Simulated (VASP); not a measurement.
A run of VASP 6.6.1 is set up as follows.

File INCAR:

```
PREC = Accurate
ENCUT = 500
EDIFF = 1E-6
ISMEAR = -1
SIGMA = 0.1
LREAL = False
LASPH = True
NELM = 120
ALGO = Normal
ISIF = 2
LWAVE = False
LCHARG = True
GGA = PE
LELF = True
LVHAR = True
NBANDS = 12
GGA_COMPAT = False
```

KPOINTS

```
regular mesh
0
Gamma
  20 20 20
```

The input POSCAR:

```
Ag
1.0
    0.0000000000      1.9465281631      1.9465281631
    1.9465281631      0.0000000000      1.9465281631
    1.9465281631      1.9465281631      0.0000000000
Ag
1
Direct
    0.0000000000      0.0000000000      0.0000000000
```

Potentials or basis: VASP PAW PBE potentials, release 64 (Ag).

Run with:

```sh
$ cat potpaw_PBE.64/Ag/POTCAR > POTCAR
$ mpirun -np 1 vasp_std > vasp.out
```

Task: Predict the band gap on the k mesh.

Result: Zero (an odd number of electrons rules out a gap without spin polarisation).

Task: Estimate the pressure.

Result: 29.6 GPa.

Caveat: the cell stands under pressure.
